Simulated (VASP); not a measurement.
Wanted: the native input for a VASP 6.6.1 run.

```
Task                   : single point
Functional             : r2SCAN
Potentials or basis    : VASP PAW PBE potentials, release 64 (Al, Cu)
Cutoff                 : 520 eV
k mesh                 : 10 × 10 × 6
Occupations            : gaussian, width 0.1 eV
Spin                   : no spin polarisation
Dipole correction      : no
Further INCAR settings : ALGO = Normal; EDIFF = 1e-07; NBANDS = 26
```

Al2Cu:

```
Al Cu
1.0
     2.98176    2.98176    0.00000
    -2.98176    2.98176    0.00000
     0.00000    0.00000    5.59653
Al Cu
4 2
Direct
  0.50000 0.00000 0.25000
  0.00000 0.50000 0.25000
  0.00000 0.50000 0.75000
  0.50000 0.00000 0.75000
  0.00000 0.00000 0.50000
  0.50000 0.50000 0.00000
```

This cell differs from its parent crystal: biaxial strain in the a-b plane: +4.0 %.

The input as run:

POSCAR

```
Al2Cu
1.0
    2.9817564422      2.9817564422      0.0000000000
   -2.9817564422      2.9817564422      0.0000000000
    0.0000000000      0.0000000000      5.5965274762
Al Cu
4 2
Direct
    0.5000000000      0.0000000000      0.2500000000
    0.0000000000      0.5000000000      0.2500000000
    0.0000000000      0.5000000000      0.7500000000
    0.5000000000      0.0000000000      0.7500000000
    0.0000000000      0.0000000000      0.5000000000
    0.5000000000      0.5000000000      0.0000000000
```

INCAR.step1

```
PREC = Accurate
ENCUT = 520
ISMEAR = 0
SIGMA = 0.1
LREAL = F
LASPH = T
NELM = 80
NBANDS = 26
GGA = PE
ALGO = Normal
EDIFF = 1E-4
LWAVE = T
LCHARG = F
```

INCAR.step2

```
PREC = Accurate
ENCUT = 520
EDIFF = 1E-7
ISMEAR = 0
SIGMA = 0.1
LREAL = F
LASPH = T
NELM = 80
ALGO = Normal
ISIF = 2
LWAVE = F
LCHARG = F
METAGGA = R2SCAN
LMIXTAU = T
NBANDS = 26
ISTART = 1
```

KPOINTS

```
regular mesh
0
Gamma
  10 10 6
```

Potentials or basis: VASP PAW PBE potentials, release 64 (Al, Cu).

Run with:

```console
$ cat potpaw_PBE.64/Al/POTCAR potpaw_PBE.64/Cu/POTCAR > POTCAR
$ cp INCAR.step1 INCAR
$ mpirun -np 1 vasp_std > vasp.out
$ cp INCAR.step2 INCAR
$ mpirun -np 1 vasp_std > vasp.out
```

Results of the run:

| Property | Result |
| --- | --- |
| Pressure | -5.0 GPa |
| Band gap on the k mesh | zero (bands 17 and 18 overlap by 3.96 eV) |

Caveat: the cell differs from its parent crystal (biaxial strain in the a-b plane: +4.0 %); the cell stands under tension; the PAW data sets were made with another functional, which shifts forces and pressure a little.

Wall time 25 min on 1 thread of Oxide Virtual Turin-like Processor, on a shared host, peak memory 0.3 GiB.
